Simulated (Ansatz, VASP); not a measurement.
# Two plane-wave programs on RuRhC4N4

```
Ru Rh C N
1.0
     5.88712    0.00000    0.00000
     0.00000    5.88712    0.00000
     0.00000    0.00000    5.88712
Ru Rh C N
1 1 4 4
Direct
  0.00000 0.00000 0.00000
  0.50000 0.50000 0.50000
  0.18844 0.18844 0.18844
  0.18844 0.81156 0.81156
  0.81156 0.18844 0.81156
  0.81156 0.81156 0.18844
  0.30505 0.30505 0.30505
  0.30505 0.69495 0.69495
  0.69495 0.30505 0.69495
  0.69495 0.69495 0.30505
```

Alike in both runs: functional PBE; k mesh 4 × 4 × 4; occupations gaussian, width 0.1 eV; collinear spin.

Ansatz relaxed the structure, and its values are those at the end. VASP's run is a single point on that final structure, the one shown.

|  | VASP | Ansatz |
| --- | --- | --- |
| version | VASP 6.6.1 | Ansatz 0.2.0 |
| potentials or method | VASP PAW PBE potentials, release 64 (Ru_pv, Rh_pv, C, N), cutoff 520 eV | scalar-relativistic, plane waves, PAW |
| valence electrons in the cell | 65 | 69 |

```tsv
	VASP	Ansatz	Ansatz less VASP
gap on the k mesh at the Fermi level (eV)	none	none	-
pressure (GPa)	0.2	0.0	-0.17
rms of the force components (eV/Å)	0.160	0.011	-0.1489
net moment per atom (μB)	0.10	0.10	0.000
size of the moment on the site where the two differ most (μB)	1.28	1.02	-0.269
```

Site moments also hang on the region over which each program counts them. A gap of «none» marks a metal or a gap that the smearing closes. One of these differences is far larger than is usual between the two programs; its cause wasn't traced. VASP's potentials hold 65 valence electrons a cell and Ansatz's 69, so a difference there can come from the potentials and not from the codes. Ansatz's warnings: seeded moment not kept.

Noted on VASP's run: the standard files for N, O and F lose accuracy on very short bonds.
